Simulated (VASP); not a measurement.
A run of VASP 6.6.1 is set up as follows.

The input INCAR:

```
  ALGO = Normal
  EDIFF = 1E-6
  ENCUT = 520
  GGA = PS
  GGA_COMPAT = F
  ISIF = 2
  ISMEAR = -1
  LASPH = T
  LCHARG = F
  LREAL = Auto
  LWAVE = F
  NBANDS = 234
  NELM = 120
  PREC = Accurate
  SIGMA = 0.05
```

KPOINTS

```
k-points
0
Gamma
  1 1 1
```

Contents of POSCAR:

```
Si24TeO47
1.0
    9.9016390000      0.0000000000      0.0000000000
   -4.9508190000      8.5750710000      0.0000000000
    0.0000000000      0.0000000000     10.8858800000
Si O Te
24 47 1
Direct
    0.2353930000      0.9887880000      0.1613030000
    0.2314490000      0.0067220000      0.6730750000
    0.2440360000      0.4975670000      0.1710500000
    0.2128810000      0.5120610000      0.6750880000
    0.7163830000      0.9925150000      0.1612810000
    0.7565070000      0.0154590000      0.6708550000
    0.7408490000      0.4873880000      0.1558700000
    0.7407450000      0.5066800000      0.6606150000
    0.9890110000      0.2242250000      0.3281700000
    0.0153300000      0.2466400000      0.8472300000
    0.9942870000      0.7306590000      0.3262960000
    0.9972430000      0.7308720000      0.8374070000
    0.5101530000      0.2144770000      0.3168220000
    0.5134050000      0.2432230000      0.8297770000
    0.4930600000      0.7491400000      0.3411720000
    0.5052120000      0.7340810000      0.8247710000
    0.2839850000      0.2695150000      0.0043870000
    0.2155830000      0.2521880000      0.5145130000
    0.2639300000      0.7539150000      0.9974350000
    0.2522730000      0.7728210000      0.5035860000
    0.7679120000      0.2600520000      0.9982430000
    0.7653590000      0.2633760000      0.4968670000
    0.7504170000      0.7474750000      0.9997110000
    0.7751020000      0.7824020000      0.4991880000
    0.2150810000      0.1283530000      0.1039600000
    0.1826640000      0.1315050000      0.6256190000
    0.2076720000      0.6211740000      0.1028000000
    0.1905100000      0.6506380000      0.6180000000
    0.6841230000      0.1228450000      0.1000860000
    0.7207120000      0.1441360000      0.6115680000
    0.6946360000      0.6123520000      0.1040430000
    0.7257320000      0.6524420000      0.6072090000
    0.3605590000      0.0520370000      0.2739810000
    0.3771670000      0.0839520000      0.7680680000
    0.3632470000      0.5845520000      0.2833460000
    0.3790580000      0.5851340000      0.7460120000
    0.8540540000      0.0698690000      0.2622720000
    0.8949330000      0.0932680000      0.7711780000
    0.8590540000      0.5647800000      0.2716330000
    0.8731930000      0.5741820000      0.7669030000
    0.4447650000      0.2945600000      0.9449200000
    0.4170400000      0.7988560000      0.4518180000
    0.4217940000      0.7813250000      0.9310900000
    0.9242280000      0.2985330000      0.4286980000
    0.9290020000      0.2645670000      0.9661150000
    0.9254180000      0.7994300000      0.4277070000
    0.9166860000      0.7827550000      0.9437070000
    0.0953530000      0.1681510000      0.4015640000
    0.1594340000      0.2261620000      0.8932710000
    0.1264640000      0.7051790000      0.3922690000
    0.1264550000      0.6967030000      0.8968210000
    0.6314550000      0.1792510000      0.3913260000
    0.6523210000      0.2155750000      0.8804890000
    0.6386430000      0.7394980000      0.3987440000
    0.6237110000      0.6872720000      0.8889030000
    0.0842540000      0.3558410000      0.2254870000
    0.0730350000      0.4048510000      0.7682720000
    0.0688060000      0.8543520000      0.2139600000
    0.0782010000      0.8723690000      0.7400980000
    0.5887740000      0.3252970000      0.1968220000
    0.5808850000      0.3804130000      0.7278440000
    0.5545780000      0.8727250000      0.2290140000
    0.5979400000      0.8812960000      0.7334150000
    0.3183240000      0.4292980000      0.0724970000
    0.2026880000      0.3995330000      0.5642730000
    0.2982080000      0.9184880000      0.0558890000
    0.2779170000      0.9376270000      0.5550920000
    0.8177380000      0.4336840000      0.0483830000
    0.7933190000      0.4278620000      0.5525410000
    0.7648560000      0.9039000000      0.0598620000
    0.8167880000      0.9458210000      0.5628590000
    0.4773400000      0.3940520000      0.4431350000
```

Potentials or basis: VASP PAW PBE potentials, release 64 (Si, O, Te).

Launch:

```bash
$ cat potpaw_PBE.64/Si/POTCAR potpaw_PBE.64/O/POTCAR potpaw_PBE.64/Te/POTCAR > POTCAR
$ mpirun -np 1 vasp_gam > vasp.out
```

Problem. Estimate the band gap on the k mesh.

Solution. 3.38 eV.

Problem. What does it give for the pressure?

Solution. 2.4 GPa.

Problem. Estimate the largest force.

Solution. 0.063 eV/Å.

Stress tensor (GPa, compression positive):
```
 3.01  0.22 -0.49
 0.22  1.78 -0.23
-0.49 -0.23  2.35
```

Caveat: the k points lie up to 0.73 Å⁻¹ apart; the PAW data sets were made with another functional, which shifts forces and pressure a little; spin-orbit coupling is left out, which moves the levels of the heavy elements.
